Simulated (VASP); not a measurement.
Input of a VASP 6.6.1 run:

Contents of INCAR:

```
ALGO     = Normal         # electronic algorithm
EDIFF    = 1E-6           # SCF threshold, eV
ENCUT    = 600            # plane-wave cutoff, eV
GGA      = LIBXC          # functional
GGA_COMPAT= False        
ISIF     = 2              # what is computed and relaxed
ISMEAR   = -1             # smearing method
LASPH    = True           # aspherical terms in the spheres
LCHARG   = False          # write CHGCAR
LIBXC1   = GGA_X_B88    
LIBXC2   = GGA_C_PBE    
LREAL    = False          # projectors in reciprocal space
LWAVE    = False          # write WAVECAR
NBANDS   = 15             # bands
NELM     = 120            # most SCF steps
PREC     = Accurate       # precision mode
SIGMA    = 0.05           # smearing width, eV
```

KPOINTS

```
k-points
0
Gamma
  10 10 10
```

Contents of POSCAR:

```
CaO
1.0
    0.0000000000      2.4035556960      2.4035556960
    2.4035556960      0.0000000000      2.4035556960
    2.4035556960      2.4035556960      0.0000000000
Ca O
1 1
Direct
    0.0000000000      0.0000000000      0.0000000000
    0.5000000000      0.5000000000      0.5000000000
```

Potentials or basis: VASP PAW PBE potentials, release 64 (Ca_sv, O).

Command:

```console
$ cat potpaw_PBE.64/Ca_sv/POTCAR potpaw_PBE.64/O/POTCAR > POTCAR
$ mpirun -np 1 vasp_std > vasp.out
```

Question: Estimate the pressure.

Answer: 1.9 GPa.

Question: Estimate the band gap on the k mesh.

Answer: 3.67 eV (least direct gap 4.04 eV).

Caveat: the PAW data sets were made with another functional, which shifts forces and pressure a little. A k mesh can miss the band edges.
